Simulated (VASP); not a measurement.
CoO, 2 atoms in the cell. The structure is cubic, space group F-43m (No. 216). The conventional cell has a = 4.369 Å, b = 4.369 Å, c = 4.369 Å, α = 90.00°, β = 90.00°, γ = 90.00°. Within 2.5 Å of Co (site symmetry -43m) lie 4 O at 1.89 Å. O (site symmetry -43m) has 4 Co at 1.89 Å within 2.5 Å. 

```yaml
Program: VASP 6.6.1
Task: single point
Functional: PBE
Potentials_or_basis: VASP PAW PBE potentials, release 64 (Co_sv, O)
Cutoff: 700 eV
k_mesh: 14 × 14 × 14
Occupations: gaussian, width 0.02 eV
Spin: no spin polarisation
Hubbard_terms: Co d U = 3.32 eV
Dipole_correction: no
Further_INCAR_settings: ALGO = Normal; EDIFF = 1e-06; NBANDS = 18
```

Potentials or basis: VASP PAW PBE potentials, release 64 (Co_sv, O).

Command:

```sh
$ cat potpaw_PBE.64/Co_sv/POTCAR potpaw_PBE.64/O/POTCAR > POTCAR
$ mpirun -np 1 vasp_std > vasp.out
```

Hardware: 1 thread of Intel(R) Xeon(R) Platinum 8488C (Sapphire Rapids), with other jobs on the host.

Q: Estimate the wall time of this run.

A: Wall time 53 s on 1 thread of Intel(R) Xeon(R) Platinum 8488C (Sapphire Rapids) (shared host), peak memory 0.19 GiB. Counts: scf iterations 15, k points 104.
